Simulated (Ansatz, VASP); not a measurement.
# One calculation of Si4W, two programs

```
CELL_PARAMETERS angstrom
-2.57273 2.57273 3.08530
2.57273 -2.57273 3.08530
2.57273 2.57273 -3.08530
ATOMIC_POSITIONS crystal
Si 0.16426 0.16426 0.63366
Si 0.83574 0.46939 0.00000
Si 0.53061 0.53061 0.36634
Si 0.46939 0.83574 0.00000
W 0.00000 0.00000 0.00000
```

Change from the starting cell: species swapped into the OsO4 type (C2, No. 5).

Alike in both runs: functional PBE; k mesh 8 × 8 × 8; occupations gaussian, width 0.1 eV; no spin polarisation.

Ansatz relaxed the structure, and its values are those at the end. VASP's run is a single point on that final structure, the one shown.

|  | VASP | Ansatz |
| --- | --- | --- |
| version | VASP 6.6.1 | Ansatz 0.2.0 |
| potentials or method | VASP PAW PBE potentials, release 64 (Si, W_sv), cutoff 520 eV | scalar-relativistic, plane waves, PAW |
| valence electrons in the cell | 30 | 30 |

Ansatz gave:

* gap on the k mesh at the Fermi level (eV): none
* pressure (GPa): 0.0
* rms of the force components (eV/Å): 0.002

**Question.** Which values does VASP return?

**Answer.** gap on the k mesh at the Fermi level (eV): none; pressure (GPa): 0.0; rms of the force components (eV/Å): 0.006.

A gap of «none» marks a metal or a gap that the smearing closes. The functional is the same, so the differences come from potentials, cutoffs and numerics.

Spin-orbit coupling is off throughout.
